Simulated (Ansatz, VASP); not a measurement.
AlN: VASP beside Ansatz

```
Al N
1.0
     0.00000    2.00456    2.00456
     2.00456    0.00000    2.00456
     2.00456    2.00456    0.00000
Al N
1 1
Direct
  0.50000 0.50000 0.50000
  0.00000 0.00000 0.00000
```

Alike in both runs: functional LDA; k mesh 8 × 8 × 8; occupations gaussian, width 0.1 eV; no spin polarisation.

Ansatz relaxed the structure, and its values are those at the end. VASP's run is a single point on that final structure, the one shown.

```csv
,VASP,Ansatz
version,VASP 6.6.1,Ansatz 0.2.0
potentials or method,"VASP PAW LDA potentials, release 64 (Al, N), cutoff 600 eV","scalar-relativistic, plane waves, PAW"
valence electrons in the cell,8,8
```

```tsv
	VASP	Ansatz	Ansatz less VASP
gap on the k mesh at the Fermi level (eV)	4.71	4.72	+0.012
least direct gap on the mesh (eV)	6.14	6.12	-0.020
pressure (GPa)	0.9	0.2	-0.68
```

Ansatz warns that its potentials were made for another functional, while VASP's fit it. LDA's correlation is that of Perdew and Zunger in VASP and of Perdew and Wang (1992) in Ansatz.
